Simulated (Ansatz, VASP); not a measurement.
# Two plane-wave programs on Te

Contents of INCAR:

```
PREC     = Accurate       # precision mode
ENCUT    = 520            # plane-wave cutoff, eV
EDIFF    = 1E-6           # SCF threshold, eV
ISMEAR   = 0              # smearing method
SIGMA    = 0.05           # smearing width, eV
LREAL    = False          # projectors in reciprocal space
LASPH    = True           # aspherical terms in the spheres
NELM     = 80             # most SCF steps
ALGO     = Normal         # electronic algorithm
ISIF     = 2              # what is computed and relaxed
LWAVE    = False          # write WAVECAR
LCHARG   = False          # write CHGCAR
GGA      = PS             # functional
NBANDS   = 16             # bands
```

The input KPOINTS:

```
Automatic mesh
0
Gamma
  9 9 6
```

POSCAR

```
Te
1.0
    4.4764989306      0.0000000000      0.0000000000
   -2.2382494652      3.8767617939      0.0000000000
    0.0000000000      0.0000000000      6.0429780180
Te
3
Direct
    0.2465125602      0.0000000000      0.1666666667
    0.0000000000      0.2465125602      0.8333333333
    0.7534874398      0.7534874398      0.5000000000
```

Input for Ansatz:

```yaml
crystal:
  lattice:
    - [4.4764989306, 0.0, 0.0]
    - [-2.2382494652, 3.8767617939, 0.0]
    - [0.0, 0.0, 6.042978018]
  atoms:
    - { symbol: Te, position: [0.2465125602, 0.0, 0.1666666667] }
    - { symbol: Te, position: [0.0, 0.2465125602, 0.8333333333] }
    - { symbol: Te, position: [0.7534874398, 0.7534874398, 0.5] }
basis:
  ecutwfc: 420
kpoints:
  mp_grid: { grid: [9, 9, 6] }
hamiltonian:
  xc: pbesol
scf:
  occupations: { method: gaussian, width: 0.05 }
output:
  forces: true
  stress: true
  eigenvalues: true
```

Alike in both runs: task single point; functional PBEsol; k mesh 9 × 9 × 6; occupations gaussian, width 0.05 eV; no spin polarisation.

|  | VASP | Ansatz |
| --- | --- | --- |
| version | VASP 6.6.1 | Ansatz 0.2.0 |
| potentials or method | VASP PAW PBE potentials, release 64 (Te), cutoff 520 eV | scalar-relativistic, plane waves, PAW |
| valence electrons in the cell | 18 | 48 |

Ansatz gave:

```
gap on the k mesh at the Fermi level (eV)                     : none
pressure (GPa)                                                : 0.3
traceless stress, the component that is largest in VASP (GPa) : 0.13
rms of the force components (eV/Å)                            : 0.377
```

Problem. Which values does VASP return?

Solution. gap on the k mesh at the Fermi level (eV): none; pressure (GPa): 0.4; traceless stress, the component that is largest in VASP (GPa): 0.22; rms of the force components (eV/Å): 0.397.

VASP's potentials were made for PBE, not for PBEsol. Atom by atom the forces differ by 0.020 eV/Å (rms over components). A gap of «none» marks a metal or a gap that the smearing closes. VASP's potentials hold 18 valence electrons a cell and Ansatz's 48, so a difference there can come from the potentials and not from the codes.

Spin-orbit coupling is off throughout.
